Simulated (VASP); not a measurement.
Here is a VASP 6.6.1 calculation.

Contents of INCAR:

```
PREC = Accurate
ENCUT = 520
EDIFF = 1E-7
ISMEAR = 0
SIGMA = 0.1
LREAL = F
LASPH = T
NELM = 80
ALGO = Normal
ISIF = 2
LWAVE = F
LCHARG = F
GGA = PS
NBANDS = 16
```

File KPOINTS:

```
regular mesh
0
Gamma
  8 8 8
```

File POSCAR:

```
AgO
1.0
    0.0000000000     -2.4740968915     -2.4740968915
    2.4740968915      0.0000000000     -2.4740968915
    2.4740968915     -2.4740968915      0.0000000000
Ag O
1 1
Direct
    0.0000000000      0.0000000000      0.0000000000
    0.7500000000      0.7500000000      0.7500000000
```

Potentials or basis: VASP PAW PBE potentials, release 64 (Ag, O).

The run is started by

```console
$ cat potpaw_PBE.64/Ag/POTCAR potpaw_PBE.64/O/POTCAR > POTCAR
$ mpirun -np 1 vasp_std > vasp.out
```

Problem. What does it give for the pressure?

Solution. -0.1 GPa.

Caveat: the PAW data sets were made with another functional, which shifts forces and pressure a little; an odd number of electrons without spin polarisation forces a metal; a magnetic or distorted state may lie lower.
